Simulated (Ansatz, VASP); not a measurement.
**Ag2IBr in VASP and in Ansatz**

Contents of INCAR:

```
SYSTEM = Ag2IBr
ALGO = Normal
EDIFF = 1E-7
ENCUT = 520
GGA = PE
ISIF = 2
ISMEAR = 0
LASPH = .True.
LCHARG = .True.
LELF = .True.
LREAL = .False.
LVHAR = .True.
LWAVE = .False.
NBANDS = 26
NELM = 80
PREC = Accurate
SIGMA = 0.01
```

KPOINTS

```
k-points
0
Gamma
  6 6 4
  0 0 0
```

File POSCAR:

```
Ag2IBr
1.0
    4.2301401881      0.0000000000      0.0000000000
    0.0000000000      4.2301401881      0.0000000000
    0.0000000000      0.0000000000      5.8875258776
Br Ag I
1 2 1
Direct
    0.0000000000      0.0000000000      0.0000000000
    0.0000000000      0.0000000000      0.5000000000
    0.5000000000      0.5000000000      0.0000000000
    0.5000000000      0.5000000000      0.5000000000
```

Input for Ansatz:

```yaml
crystal:
  lattice:
    - [4.2301401881, 0.0, 0.0]
    - [0.0, 4.2301401881, 0.0]
    - [0.0, 0.0, 5.8875258776]
  atoms:
    - { symbol: Br, position: [0.0, 0.0, 0.0] }
    - { symbol: Ag, position: [0.0, 0.0, 0.5] }
    - { symbol: I, position: [0.5, 0.5, 0.5] }
    - { symbol: Ag, position: [0.5, 0.5, 0.0] }
kpoints:
  mp_grid: { grid: [6, 6, 4] }
hamiltonian:
  xc: pbe
scf:
  occupations: { method: fixed }
  n_extra_bands: 5
output:
  forces: true
  stress: true
  eigenvalues: true
```

Alike in both runs: task single point; functional PBE; k mesh 6 × 6 × 4; no spin polarisation.

|  | VASP | Ansatz |
| --- | --- | --- |
| version | VASP 6.6.1 | Ansatz 0.2.0 |
| potentials or method | VASP PAW PBE potentials, release 64 (Br, Ag, I) | plane waves, PAW |
| plane-wave cutoff (eV) | 520 | 420 |
| occupations | gaussian, width 0.01 eV | fixed |
| valence electrons in the cell | 36 | 62 |

|  | VASP | Ansatz | Ansatz less VASP |
| --- | --- | --- | --- |
| gap on the k mesh at the Fermi level (eV) | 0.53 | 0.52 | -0.002 |
| pressure (GPa) | 1.1 | 1.2 | +0.07 |

VASP's potentials hold 36 valence electrons a cell and Ansatz's 62, so a difference there can come from the potentials and not from the codes.

Neither program's run includes spin-orbit coupling.
